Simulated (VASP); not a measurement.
Write the native input for VASP 6.6.1 that does the following.

```yaml
Task: single point
Functional: PBE
Potentials_or_basis: VASP PAW PBE potentials, release 64 (Sn_d, Te)
Cutoff: 520 eV
k_mesh: 11 × 11 × 11
Occupations: fermi-dirac, width 0.08 eV
Spin: no spin polarisation
Dipole_correction: no
Further_INCAR_settings: ALGO = Normal; EDIFF = 1e-06; NBANDS = 17
```

The structure of SnTe lies in POSCAR:

```
SnTe
1.0
    0.0000000000      3.1565000000      3.1565000000
    3.1565000000      0.0000000000      3.1565000000
    3.1565000000      3.1565000000      0.0000000000
Sn Te
1 1
Direct
    0.0000000000      0.0000000000      0.0000000000
    0.5000000000      0.5000000000      0.5000000000
```

One way to write it, as run:

INCAR

```
ALGO = Normal ; EDIFF = 1E-6
ENCUT = 520 ; GGA = PE
ISIF = 2 ; ISMEAR = -1
LASPH = True ; LCHARG = False
LREAL = False ; LWAVE = False
NBANDS = 17 ; NELM = 100
PREC = Accurate ; SIGMA = 0.08
```

KPOINTS

```
k-points
0
Gamma
  11 11 11
```

Potentials or basis: VASP PAW PBE potentials, release 64 (Sn_d, Te).

Command:

```sh
$ cat potpaw_PBE.64/Sn_d/POTCAR potpaw_PBE.64/Te/POTCAR > POTCAR
$ mpirun -np 1 vasp_std > vasp.out
```

It gave:

- Pressure: 2.0 GPa

Run time: 45 s on 1 thread of Intel(R) Xeon(R) Platinum 8259CL CPU @ 2.50GHz (Skylake/Cascade Lake), on a shared host, peak memory 0.23 GiB.
